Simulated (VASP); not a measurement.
# Mg2CdO3: single point with PBE

The system is Mg2CdO3.

```xyz
12
Lattice="2.7256 -4.7179 0.0036 2.7256 4.7179 0.0036 -1.8281 0.0000 5.1500" Properties=species:S:1:pos:R:3 pbc="T T T"
Mg   -0.9140    0.0000    2.5750
Mg    1.8116    1.5585    2.5786
Mg    1.8116   -1.5585    2.5786
Mg    2.7256    0.0000    0.0036
Cd    2.7256   -3.1374    0.0036
Cd    2.7256    3.1374    0.0036
O     0.0402   -1.4891    3.7378
O     3.5830   -1.4891    1.4194
O     0.0402    1.4891    3.7378
O     3.5830    1.4891    1.4194
O     2.5981    0.0000    3.8081
O     1.0251    0.0000    1.3491
```

| Property | Result |
| --- | --- |
| Program | VASP 6.6.1 |
| Task | single point |
| Functional | PBE |
| Potentials or basis | VASP PAW PBE potentials, release 64 (Mg, Cd, O) |
| Cutoff | 520 eV |
| k mesh | 3 × 3 × 2 |
| Occupations | gaussian, width 0.15 eV |
| Spin | no spin polarisation |

```json
{
 "Pressure": "-0.2 GPa",
 "Largest force": "0.098 eV/Å",
 "Band gap on the k mesh": "1.89 eV, indirect (least direct gap 2.28 eV)"
}
```

Forces in eV/Å, atoms in the order of the input:
```
Mg   0.000  0.000  0.000
Mg   0.000 -0.006  0.000
Mg   0.000  0.006  0.000
Mg   0.000  0.000  0.000
Cd   0.000  0.000  0.000
Cd   0.000  0.000  0.000
O    0.024  0.035 -0.088
O   -0.024  0.035  0.088
O    0.024 -0.035 -0.088
O   -0.024 -0.035  0.088
O   -0.056  0.000 -0.073
O    0.056  0.000  0.073
```

Stress tensor (GPa, compression positive):
```
-0.12  0.00 -0.06
 0.00 -0.28  0.00
-0.06  0.00 -0.20
```

Levels at points of the mesh, in eV from the valence-band top:
| k point | band 31 | band 32 | band 33 | band 34 | band 35 | band 36 | band 37 | band 38 |
| --- | --- | --- | --- | --- | --- | --- | --- | --- |
| (0.00, 0.00, 0.00) | -0.52 | -0.42 | -0.39 | -0.39 | 1.89 | 6.06 | 7.05 | 7.86 |
| (0.00, 0.00, 0.50) | -0.80 | -0.64 | -0.09 | -0.08 | 3.96 | 5.08 | 7.07 | 7.70 |

It took 41 s on 1 thread of AMD EPYC 9R45 96-Core Processor (Zen 5), with other jobs on the host, peak memory 0.24 GiB.

Caveat: the k points lie up to 0.61 Å⁻¹ apart. A k mesh can miss the band edges.
